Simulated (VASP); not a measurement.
Here is a VASP 6.6.1 calculation.

The input INCAR:

```
SYSTEM = WSe2
PREC = Accurate
ENCUT = 520
EDIFF = 1E-7
ISMEAR = 0
SIGMA = 0.1
LREAL = .False.
LASPH = .True.
NELM = 80
ALGO = Normal
ISIF = 2
LWAVE = .False.
LCHARG = .False.
GGA = PE
IVDW = 12
NBANDS = 35
```

The input KPOINTS:

```
Automatic mesh
0
Gamma
  6 6 2
  0 0 0
```

Contents of POSCAR:

```
WSe2
1.0
    3.3224014218      0.0000000000      0.0000000000
   -1.6612007109      2.8772840328      0.0000000000
    0.0000000000      0.0000000000     12.7830691883
W Se
2 4
Direct
    0.3333333333      0.6666666667      0.7500000000
    0.6666666667      0.3333333333      0.2500000000
    0.3333333333      0.6666666667      0.1202472841
    0.6666666667      0.3333333333      0.6202472841
    0.3333333333      0.6666666667      0.3797527159
    0.6666666667      0.3333333333      0.8797527159
```

Potentials or basis: VASP PAW PBE potentials, release 64 (W_sv, Se).

Run with:

```bash
$ cat potpaw_PBE.64/W_sv/POTCAR potpaw_PBE.64/Se/POTCAR > POTCAR
$ mpirun -np 1 vasp_std > vasp.out
```

(1) Predict the pressure.

(2) Estimate the largest force.

(3) Predict the band gap on the k mesh.

(4) What does it give for the dispersion energy per atom?

Results:

(1) -0.9 GPa.

(2) 0.240 eV/Å.

(3) 0.91 eV, indirect (least direct gap 1.39 eV).

(4) -0.463 eV.

Caveat: spin-orbit coupling is left out, which moves the levels of the heavy elements.
